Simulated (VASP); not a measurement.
# Li3GdTi2 in VASP: single point with PBE+U

Aim: the single point of Li3GdTi2 with PBE+U.

Program: VASP 6.6.1. These are calculated values, not measurements. Logs are shortened: lines on timing, memory, paths and dates and some standing lists are left out, and cuts for length are marked.

## (1) The cell of the first run

The typed cell holds 6 atoms: a = 4.201 Å, b = 4.201 Å, c = 6.742 Å, α = 90.00°, β = 90.00°, γ = 120.00°.

## (2) Single point, PBE+U, collinear spin, ferrimagnetic start

INCAR

```
SYSTEM = Li3GdTi2
PREC = Accurate
ENCUT = 520
EDIFF = 1E-6
ISMEAR = -1
SIGMA = 0.1
LREAL = .FALSE.
LASPH = .TRUE.
NELM = 150
ALGO = Normal
ISIF = 2
LWAVE = .FALSE.
LCHARG = .FALSE.
ISPIN = 2
MAGMOM = 0 0 0 7 -1 1
LORBIT = 11
LMAXMIX = 6
LDAU = .TRUE.
LDAUTYPE = 2
LDAUL = -1 3 -1
LDAUU = 0 3.18 0
LDAUJ = 0 0 0
LDAUPRINT = 1
GGA = PE
NBANDS = 38
```

KPOINTS

```
Automatic mesh
0
G
  6 6 4
  0 0 0
```

POSCAR

```
Li3GdTi2
1.0
    4.2014579300      0.0000000000      0.0000000000
   -2.1007289600      3.6385732900      0.0000000000
    0.0000000000      0.0000000000      6.7415478300
Li Gd Ti
3 1 2
Direct
    0.3333000000      0.6667000000      0.6460000000
    0.6667000000      0.3333000000      0.3540000000
    0.0000000000      0.0000000000      0.5000000000
    0.0000000000      0.0000000000      0.0000000000
    0.3333000000      0.6667000000      0.2557500000
    0.6667000000      0.3333000000      0.7442500000
```

Potentials or basis: VASP PAW PBE potentials, release 64 (Li_sv, Gd, Ti_sv).

Command:

```console
cat potpaw_PBE.64/Li_sv/POTCAR potpaw_PBE.64/Gd/POTCAR potpaw_PBE.64/Ti_sv/POTCAR > POTCAR
mpirun -np 1 vasp_std > vasp.out
```

OUTCAR:

```text
SYSTEM = Li3GdTi2
   PREC = Accurate
   ENCUT = 520
   EDIFF = 1E-6
   ISMEAR = -1
   LREAL = .FALSE.
   LASPH = .TRUE.
   NELM = 150
   ISIF = 2
   ISPIN = 2
   LORBIT = 11
   GGA = PE

 ion  position               nearest neighbor table
   1  0.333  0.667  0.646-   6 2.51   6 2.51   6 2.51   5 2.63
   2  0.667  0.333  0.354-   5 2.51   5 2.51   5 2.51   6 2.63
   3  0.000  0.000  0.500-
   4  0.000  0.000  0.000-   5 2.98   6 2.98   6 2.98   5 2.98   6 2.98   5 2.98
   5  0.333  0.667  0.256-   2 2.51   2 2.51   2 2.51   1 2.63   4 2.98   4 2.98   4 2.98
   6  0.667  0.333  0.744-   1 2.51   1 2.51   1 2.51   2 2.63   4 2.98   4 2.98   4 2.98

  LATTYP: Found a hexagonal cell.
 ALAT       =     4.2014579300
 C/A-ratio  =     1.6045734462

  Lattice vectors:

 A1 = (   4.2014579300,   0.0000000000,   0.0000000000)
 A2 = (  -2.1007289600,   3.6385732900,   0.0000000000)
 A3 = (   0.0000000000,   0.0000000000,   6.7415478300)

Analysis of symmetry for initial positions (statically):
=====================================================================
 Subroutine PRICEL returns:
 Original cell was already a primitive cell.

 Routine SETGRP: Setting up the symmetry group for a
 hexagonal supercell.

 Subroutine GETGRP returns: Found  4 space group operations
 (whereof  4 operations were pure point group operations)
 out of a pool of 24 trial point group operations.

The static configuration has the point symmetry C_2h.

Analysis of symmetry for dynamics (positions and initial velocities):
=====================================================================
 Subroutine PRICEL returns:
 Original cell was already a primitive cell.

 Routine SETGRP: Setting up the symmetry group for a
 hexagonal supercell.

 Subroutine GETGRP returns: Found  4 space group operations
 (whereof  4 operations were pure point group operations)
 out of a pool of 24 trial point group operations.

The dynamic configuration has the point symmetry C_2h.

Analysis of structural, dynamic, and magnetic symmetry:
=====================================================================
 Subroutine PRICEL returns:
 Original cell was already a primitive cell.

 Routine SETGRP: Setting up the symmetry group for a
 hexagonal supercell.

 Subroutine GETGRP returns: Found  2 space group operations
 (whereof  2 operations were pure point group operations)
 out of a pool of 24 trial point group operations.

The overall configuration has the point symmetry C_1h.

 Subroutine INISYM returns: Found  2 space group operations
 (whereof  2 operations are pure point group operations),
 and found     1 'primitive' translations

[... 151 lines left out ...]
  0.9879 -0.0000  0.0000 -0.0015  0.0000  0.0000  0.0000
 -0.0000  0.9864 -0.0000  0.0000  0.0003 -0.0000 -0.0000
  0.0000 -0.0000  0.9876  0.0000  0.0000  0.0003 -0.0000
 -0.0015  0.0000  0.0000  0.9879 -0.0000  0.0000 -0.0000
  0.0000  0.0003  0.0000 -0.0000  0.9876 -0.0000  0.0000
  0.0000 -0.0000  0.0003  0.0000 -0.0000  0.9864 -0.0000
  0.0000 -0.0000 -0.0000 -0.0000  0.0000 -0.0000  0.9877

spin component  2

  0.0032 -0.0000 -0.0000  0.0000  0.0000  0.0000  0.0000
 -0.0000  0.0026  0.0000  0.0000 -0.0004  0.0000  0.0000
 -0.0000  0.0000  0.0018  0.0000 -0.0000 -0.0004 -0.0000
  0.0000  0.0000  0.0000  0.0028 -0.0000 -0.0000  0.0000
  0.0000 -0.0004 -0.0000 -0.0000  0.0018  0.0000 -0.0000
  0.0000  0.0000 -0.0004 -0.0000  0.0000  0.0026  0.0000
  0.0000  0.0000 -0.0000  0.0000 -0.0000  0.0000  0.0013

 occupancies and eigenvectors

  o =  0.0013  v =  0.0000  0.0000  0.0000  0.0000  0.0000  0.0000  0.0000  0.0000 -0.0002 -0.0022  0.0000 -0.0013 -0.0004 -1.0000      0.0000  0.0000  0.0000  0.0000  0.0000  0.0000  0.0000  0.0000  0.0000  0.0000  0.0000  0.0000  0.0000  0.0000
  o =  0.0016  v =  0.0000  0.0000  0.0000  0.0000  0.0000  0.0000  0.0000  0.0000  0.3593 -0.4532  0.0002  0.7893 -0.2063 -0.0000      0.0000  0.0000  0.0000  0.0000  0.0000  0.0000  0.0000  0.0000  0.0000  0.0000  0.0000  0.0000  0.0000  0.0000
  o =  0.0016  v =  0.0000  0.0000  0.0000  0.0000  0.0000  0.0000  0.0000  0.0000 -0.2059 -0.7896  0.0000 -0.4533 -0.3586  0.0025      0.0000  0.0000  0.0000  0.0000  0.0000  0.0000  0.0000  0.0000  0.0000  0.0000  0.0000  0.0000  0.0000  0.0000
  o =  0.0028  v =  0.0000  0.0000  0.0000  0.0000  0.0000  0.0000  0.0000  0.0000  0.4560 -0.3579 -0.0001 -0.2071  0.7880  0.0006      0.0000  0.0000  0.0000  0.0000  0.0000  0.0000  0.0000  0.0000  0.0000  0.0000  0.0000  0.0000  0.0000  0.0000
  o =  0.0028  v =  0.0000  0.0000  0.0000  0.0000  0.0000  0.0000  0.0000  0.0010  0.7877  0.2075 -0.0064 -0.3586 -0.4559 -0.0000      0.0000  0.0000  0.0000  0.0000  0.0000  0.0000  0.0000  0.0000  0.0000  0.0000  0.0000  0.0000  0.0000  0.0000
  o =  0.0028  v =  0.0000  0.0000  0.0000  0.0000  0.0000  0.0000  0.0000  0.0761 -0.0051 -0.0014 -0.9971  0.0025  0.0029 -0.0000      0.0000  0.0000  0.0000  0.0000  0.0000  0.0000  0.0000  0.0000  0.0000  0.0000  0.0000  0.0000  0.0000  0.0000
  o =  0.0032  v =  0.0000  0.0000  0.0000  0.0000  0.0000  0.0000  0.0000 -0.9971  0.0005  0.0001 -0.0761 -0.0001 -0.0003 -0.0000      0.0000  0.0000  0.0000  0.0000  0.0000  0.0000  0.0000  0.0000  0.0000  0.0000  0.0000  0.0000  0.0000  0.0000
  o =  0.9863  v = -0.0005 -0.9708 -0.0099 -0.0003  0.2364  0.0400 -0.0002  0.0000  0.0000  0.0000  0.0000  0.0000  0.0000  0.0000      0.0000  0.0000  0.0000  0.0000  0.0000  0.0000  0.0000  0.0000  0.0000  0.0000  0.0000  0.0000  0.0000  0.0000
  o =  0.9863  v =  0.0069 -0.0400  0.2357  0.0075  0.0096 -0.9709 -0.0001  0.0000  0.0000  0.0000  0.0000  0.0000  0.0000  0.0000      0.0000  0.0000  0.0000  0.0000  0.0000  0.0000  0.0000  0.0000  0.0000  0.0000  0.0000  0.0000  0.0000  0.0000
  o =  0.9864  v =  0.7045 -0.0001 -0.0031  0.7096 -0.0000  0.0097  0.0000  0.0000  0.0000  0.0000  0.0000  0.0000  0.0000  0.0000      0.0000  0.0000  0.0000  0.0000  0.0000  0.0000  0.0000  0.0000  0.0000  0.0000  0.0000  0.0000  0.0000  0.0000
  o =  0.9877  v =  0.0001 -0.2364  0.0321 -0.0001 -0.9711  0.0080  0.0049  0.0000  0.0000  0.0000  0.0000  0.0000  0.0000  0.0000      0.0000  0.0000  0.0000  0.0000  0.0000  0.0000  0.0000  0.0000  0.0000  0.0000  0.0000  0.0000  0.0000  0.0000
  o =  0.9877  v = -0.0004 -0.0077 -0.9711 -0.0005 -0.0322 -0.2358 -0.0163  0.0000  0.0000  0.0000  0.0000  0.0000  0.0000  0.0000      0.0000  0.0000  0.0000  0.0000  0.0000  0.0000  0.0000  0.0000  0.0000  0.0000  0.0000  0.0000  0.0000  0.0000
  o =  0.9877  v = -0.0000  0.0008 -0.0160 -0.0000  0.0043 -0.0040  0.9999  0.0000  0.0000  0.0000  0.0000  0.0000  0.0000  0.0000      0.0000  0.0000  0.0000  0.0000  0.0000  0.0000  0.0000  0.0000  0.0000  0.0000  0.0000  0.0000  0.0000  0.0000
  o =  0.9894  v = -0.7097  0.0001 -0.0001  0.7045 -0.0002  0.0003 -0.0000  0.0000  0.0000  0.0000  0.0000  0.0000  0.0000  0.0000      0.0000  0.0000  0.0000  0.0000  0.0000  0.0000  0.0000  0.0000  0.0000  0.0000  0.0000  0.0000  0.0000  0.0000

 number of electron      50.9999996 magnetization      10.0887809

 Free energy of the ion-electron system (eV)
  ---------------------------------------------------
  ext. energy  EPLUGINS =         0.00000000
  ---------------------------------------------------
  free energy    TOTEN  =       -28.85598120 eV

  energy without entropy =      -28.62621863  energy(sigma->0) =      -28.74109991

 E-fermi :   4.3304     XC(G=0):  -9.9881

 val. band max:        4.3295088197   @ k =   0.5000   0.5000   0.0000
 cond. band min:       4.3307196500   @ k =   0.1667   0.0000   0.0000
 fundamental gap:      0.0012108302
 Fermi energy:         4.3303919036

 spin component 1

 k-point     1 :       0.0000    0.0000    0.0000
  band No.  band energies     occupation
      1     -52.8858      1.00000
      2     -52.8843      1.00000
      3     -40.8462      1.00000
      4     -40.8348      1.00000
      5     -40.3410      1.00000
      6     -40.3138      1.00000
[... 1913 lines left out ...]
     36       7.1478      0.00000
     37       7.1599      0.00000

 [... further k-points ...]

 [bands above 37 left out]

------------------------ aborting loop because EDIFF is reached ----------------------------------------

  FORCE on cell =-STRESS in cart. coord.  units (eV):
  Direction    XX          YY          ZZ          XY          YZ          ZX
  --------------------------------------------------------------------------------------
  -------------------------------------------------------------------------------------
  Total        6.1041322      6.1053730      3.3677282      0.0010630      0.0006519     -0.0011292
  in kB       94.8950909     94.9143807     52.3548415      0.0165254      0.0101339     -0.0175552
  external PRESSURE =      80.7214377 kB  Pullay stress =       0.0000000 kB

 VOLUME and BASIS-vectors are now :
 -----------------------------------------------------------------------------
  energy-cutoff  :      520.00
  volume of cell :      103.06
      direct lattice vectors                 reciprocal lattice vectors
     4.201457930  0.000000000  0.000000000     0.238012618  0.137416498  0.000000000
    -2.100728960  3.638573290  0.000000000     0.000000000  0.274832996  0.000000000
     0.000000000  0.000000000  6.741547830     0.000000000  0.000000000  0.148333888

 POSITION                                       TOTAL-FORCE (eV/Angst)
 -----------------------------------------------------------------------------------
     -0.00021      2.42584      4.35504         0.001688     -0.000975      0.127823
      2.10094      1.21274      2.38651        -0.001689      0.000975     -0.127222
      0.00000      0.00000      3.37077         0.000002     -0.000001      0.000286
      0.00000      0.00000      0.00000         0.000003     -0.000002     -0.000543
     -0.00021      2.42584      1.72415         0.001720     -0.000993     -0.365582
      2.10094      1.21274      5.01740        -0.001724      0.000995      0.365237
 -----------------------------------------------------------------------------------
    total drift:                                0.000002     -0.000001      0.000038

  FREE ENERGIE OF THE ION-ELECTRON SYSTEM (eV)
  ---------------------------------------------------
  free  energy   TOTEN  =       -28.8559811952 eV

  energy  without entropy=      -28.6262186313  energy(sigma->0) =      -28.74109991

 total charge

# of ion       s       p       d       f       tot
--------------------------------------------------
    1        2.063   0.103   0.000   0.000   2.166
    2        2.063   0.103   0.000   0.000   2.166
    3        2.050   0.088   0.000   0.000   2.138
    4        2.073   5.570   0.736   6.922  15.300
    5        2.238   6.039   1.957   0.000  10.234
    6        2.238   6.039   1.957   0.000  10.234
--------------------------------------------------
tot         12.726  17.942   4.649   6.922  42.239

 magnetization (x)

# of ion       s       p       d       f       tot
--------------------------------------------------
    1        0.002   0.006   0.000   0.000   0.007
    2        0.002   0.006   0.000   0.000   0.007
    3       -0.002  -0.002   0.000   0.000  -0.004
    4        0.014  -0.060   0.334   6.890   7.178
    5        0.025   0.021   0.811   0.000   0.858
    6        0.024   0.021   0.809   0.000   0.855
--------------------------------------------------
tot          0.064  -0.008   1.954   6.890   8.900
```

Run time: 26 min. Hardware: 1 thread of Intel Xeon 8259CL, shared host; peak memory 0.48 GiB.

What came out:

```yaml
Free_energy: -28.8560 eV
Largest_force: 0.366 eV/Å
Net_moment: 10.09 μB per cell
Site_moments: Li +0.01, -0.00 (each value once); Gd +7.18; Ti +0.86, +0.85 μB
Valence_electrons_inside_the_program's_atomic_spheres: Li 2.17, 2.14 (each value once); Gd 15.30; Ti 10.23
```

Forces in eV/Å, atoms in the order of the input:
```
Li   0.002 -0.001  0.128
Li  -0.002  0.001 -0.127
Li   0.000  0.000  0.000
Gd   0.000  0.000 -0.001
Ti   0.002 -0.001 -0.366
Ti  -0.002  0.001  0.365
```

Eigenvalues of the final occupation matrices:
| site | spin | trace | eigenvalues |
| --- | --- | --- | --- |
| site 4 f | 1 | 6.91 | 0.99 0.99 0.99 0.99 0.99 0.99 0.99 |
| site 4 f | 2 | 0.02 | 0.00 0.00 0.00 0.00 0.00 0.00 0.00 |

Caveat: the cutoff is under 1.25 times the usual one of these potentials, so pressure, stress and relaxed cells hold a basis-set (Pulay) error; spin-orbit coupling is left out, which moves the levels of the heavy elements.
